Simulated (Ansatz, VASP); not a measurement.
Two plane-wave programs on Cd

INCAR

```
SYSTEM = Cd
ALGO     = Normal         ! electronic algorithm
EDIFF    = 1E-6           ! SCF threshold, eV
ENCUT    = 520            ! plane-wave cutoff, eV
GGA      = CA             ! functional
ISIF     = 2              ! what is computed and relaxed
ISMEAR   = -1             ! smearing method
LASPH    = .TRUE.         ! aspherical terms in the spheres
LCHARG   = .FALSE.        ! write CHGCAR
LREAL    = .FALSE.        ! projectors in reciprocal space
LWAVE    = .FALSE.        ! write WAVECAR
NBANDS   = 19             ! bands
NELM     = 60             ! most SCF steps
PREC     = Accurate       ! precision mode
SIGMA    = 0.2            ! smearing width, eV
```

KPOINTS

```
k-points
0
G
  13 13 6
  0 0 0
```

The input POSCAR:

```
Cd
1.0
    2.8818641727      0.0000000000      0.0000000000
   -1.4409320863      2.4957675838      0.0000000000
    0.0000000000      0.0000000000      5.6383707528
Cd
2
Direct
    0.3333333333      0.6666666667      0.2500000000
    0.6666666667      0.3333333333      0.7500000000
```

Input for Ansatz:

```yaml
crystal:
  lattice:
    - [2.8818641727, 0.0, 0.0]
    - [-1.4409320863, 2.4957675838, 0.0]
    - [0.0, 0.0, 5.6383707528]
  atoms:
    - { symbol: Cd, position: [0.3333333333, 0.6666666667, 0.25] }
    - { symbol: Cd, position: [0.6666666667, 0.3333333333, 0.75] }
hamiltonian:
  xc: lda
  pseudopotentials:
    kind: paw
    azcp:
      Cd: "pseudopotentials/Cd.paw.azcp"
basis:
  ecutwfc: 420
  fft_grid_basis: typed
kpoints:
  mp_grid: { grid: [13, 13, 6], shift: [0, 0, 0] }
magnetization:
  spin_polarized: false
scf:
  occupations: { method: fermi_dirac, width: 0.2 }
  lower_state_search: "off"
output:
  stress: true
  write_density: true
  write_potential: true
  elf: true
  volumetric_format: npy
```

Alike in both runs: task single point; functional LDA; k mesh 13 × 13 × 6; occupations fermi-dirac, width 0.2 eV; no spin polarisation.

```csv
,VASP,Ansatz
version,VASP 6.6.1,Ansatz 0.2.0
potentials or method,"VASP PAW LDA potentials, release 64 (Cd), cutoff 520 eV","plane waves (420 eV) with PAW, scalar-relativistic"
valence electrons in the cell,24,40
```

|  | VASP | Ansatz | Ansatz less VASP |
| --- | --- | --- | --- |
| pressure (GPa) | 0.9 | 0.2 | -0.70 |
| traceless stress, the component that is largest in VASP (GPa) | -1.91 | -1.53 | +0.376 |

Ansatz warns that its potentials were made for another functional, while VASP's fit it. LDA's correlation is that of Perdew and Zunger in VASP and of Perdew and Wang (1992) in Ansatz. VASP's potentials hold 24 valence electrons a cell and Ansatz's 40, so a difference there can come from the potentials and not from the codes.
